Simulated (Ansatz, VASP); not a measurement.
# In in VASP and in Ansatz

```
In
1.0
    -1.61906    1.66124    2.52477
     1.66124   -1.61906    2.52477
     1.56693    1.56693   -2.49705
In
1
Direct
  0.00000 0.00000 0.00000
```

Alike in both runs: task single point; functional r2SCAN; k mesh 11 × 11 × 14; occupations methfessel-paxton of order 1, width 0.1 eV; no spin polarisation.

|  | VASP | Ansatz |
| --- | --- | --- |
| version | VASP 6.6.1 | Ansatz 0.2.0 |
| potentials or method | VASP PAW PBE potentials, release 64 (In_d), cutoff 520 eV | plane waves (500 eV) with PAW, scalar-relativistic |
| valence electrons in the cell | 13 | 13 |

Ansatz gave:

- pressure (GPa): 0.1
- traceless stress, the component that is largest in VASP (GPa): 0.18

Task: Which values does VASP return?

Result: Pressure (GPa): 0.1; traceless stress, the component that is largest in VASP (GPa): 0.19.

VASP's potentials were made for PBE, not for r2SCAN. The functional is the same, so the differences come from potentials, cutoffs and numerics.
